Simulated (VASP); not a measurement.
CdSb2C, 8 atoms in the cell. The structure is tetragonal, space group I-42d (No. 122). The conventional cell has a = 6.089 Å, b = 6.089 Å, c = 10.245 Å, α = 90.00°, β = 90.00°, γ = 90.00°. Cd (site symmetry -4) has 4 Sb at 2.81 Å within 3.7 Å. Within 3.0 Å of Sb (site symmetry 2) lie 2 C at 2.25 Å and 2 Cd at 2.81 Å. Within 3.0 Å of C (site symmetry -4) lie 4 Sb at 2.25 Å. 

| Property | Result |
| --- | --- |
| Program | VASP 6.6.1 |
| Task | single point |
| Functional | r2SCAN |
| Potentials or basis | VASP PAW PBE potentials, release 64 (Cd, Sb, C) |
| Cutoff | 520 eV |
| k mesh | 6 × 6 × 6 |
| Occupations | fermi-dirac, width 0.02 eV |
| Spin | no spin polarisation |
| Dipole correction | no |
| Further INCAR settings | ALGO = Normal; EDIFF = 1e-06; NBANDS = 36 |

Potentials or basis: VASP PAW PBE potentials, release 64 (Cd, Sb, C).

The run is started by

```sh
$ cat potpaw_PBE.64/Cd/POTCAR potpaw_PBE.64/Sb/POTCAR potpaw_PBE.64/C/POTCAR > POTCAR
$ cp INCAR.step1 INCAR
$ mpirun -np 1 vasp_std > vasp.out
$ cp INCAR.step2 INCAR
$ mpirun -np 1 vasp_std > vasp.out
```

Hardware: 1 thread of Intel(R) Xeon(R) Platinum 8488C (Sapphire Rapids), with other jobs on the host.

Problem. How long does it take, and how much memory?

Solution. Wall time 9.1 min on 1 thread of Intel(R) Xeon(R) Platinum 8488C (Sapphire Rapids) (shared host), peak memory 0.49 GiB. Counts: k points 30.
